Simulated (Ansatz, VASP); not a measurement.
# Two plane-wave programs on Mg5O6

The input INCAR:

```
  PREC = Accurate
  ENCUT = 520
  EDIFF = 1E-6
  ISMEAR = 0
  SIGMA = 0.05
  LREAL = False
  LASPH = True
  NELM = 80
  ALGO = Normal
  ISIF = 2
  LWAVE = False
  LCHARG = True
  LDIPOL = True
  IDIPOL = 3
  DIPOL = 0.5 0.5 0.500
  GGA = PE
  LELF = True
  LVHAR = True
  LVACPOTAV = True
  NBANDS = 34
```

Contents of KPOINTS:

```
regular mesh
0
Gamma
  9 9 1
```

Contents of POSCAR:

```
Mg5O6
1.0
    3.0079232190      0.0000000000      0.0000000000
   -1.5039616095      2.6049379203      0.0000000000
    0.0000000000      0.0000000000     27.2797951199
O Mg
6 5
Direct
    0.3333333333      0.6666666667      0.2749287510
    0.0000000000      0.0000000000      0.3649572506
    0.6666666667      0.3333333333      0.4549857502
    0.3333333333      0.6666666667      0.5450142498
    0.0000000000      0.0000000000      0.6350427494
    0.6666666667      0.3333333333      0.7250712490
    0.6666666667      0.3333333333      0.3199430008
    0.3333333333      0.6666666667      0.4099715004
    0.0000000000      0.0000000000      0.5000000000
    0.6666666667      0.3333333333      0.5900284996
    0.3333333333      0.6666666667      0.6800569992
```

Input for Ansatz:

```yaml
crystal:
  lattice:
    - [3.007923219, 0.0, 0.0]
    - [-1.5039616095, 2.6049379203, 0.0]
    - [0.0, 0.0, 27.2797951199]
  atoms:
    - { symbol: O, position: [0.3333333333, 0.6666666667, 0.274928751] }
    - { symbol: Mg, position: [0.6666666667, 0.3333333333, 0.3199430008] }
    - { symbol: O, position: [0.0, 0.0, 0.3649572506] }
    - { symbol: Mg, position: [0.3333333333, 0.6666666667, 0.4099715004] }
    - { symbol: O, position: [0.6666666667, 0.3333333333, 0.4549857502] }
    - { symbol: Mg, position: [0.0, 0.0, 0.5] }
    - { symbol: O, position: [0.3333333333, 0.6666666667, 0.5450142498] }
    - { symbol: Mg, position: [0.6666666667, 0.3333333333, 0.5900284996] }
    - { symbol: O, position: [0.0, 0.0, 0.6350427494] }
    - { symbol: Mg, position: [0.3333333333, 0.6666666667, 0.6800569992] }
    - { symbol: O, position: [0.6666666667, 0.3333333333, 0.725071249] }
basis:
  ecutwfc: 420
kpoints:
  mp_grid: { grid: [9, 9, 1] }
hamiltonian:
  xc: pbe
scf:
  occupations: { method: gaussian, width: 0.05 }
output:
  forces: true
  stress: true
  eigenvalues: true
  write_density: true
  write_potential: true
  elf: true
  volumetric_format: npy
efield:
  axis: 3
  dipole_correction: true
  ramp_width: 0.04
```

Alike in both runs: task single point; functional PBE; k mesh 9 × 9 × 1; occupations gaussian, width 0.05 eV; no spin polarisation.

```csv
,VASP,Ansatz
version,VASP 6.6.1,Ansatz 0.2.0
potentials or method,"VASP PAW PBE potentials, release 64 (O, Mg), cutoff 520 eV","scalar-relativistic, plane waves, PAW"
valence electrons in the cell,46,86
```

VASP gave:

- gap on the k mesh at the Fermi level (eV): none
- rms of the force components (eV/Å): 0.353
- work function, face that differs most (eV): 9.92

Problem. What did Ansatz give for the same quantities?

Solution. gap on the k mesh at the Fermi level (eV): none; rms of the force components (eV/Å): 0.350; work function, face that differs most (eV): 9.91.

A gap of «none» marks a metal or a gap that the smearing closes. VASP's potentials hold 46 valence electrons a cell and Ansatz's 86, so a difference there can come from the potentials and not from the codes. Ansatz's warnings: xc potential rough in thin density.
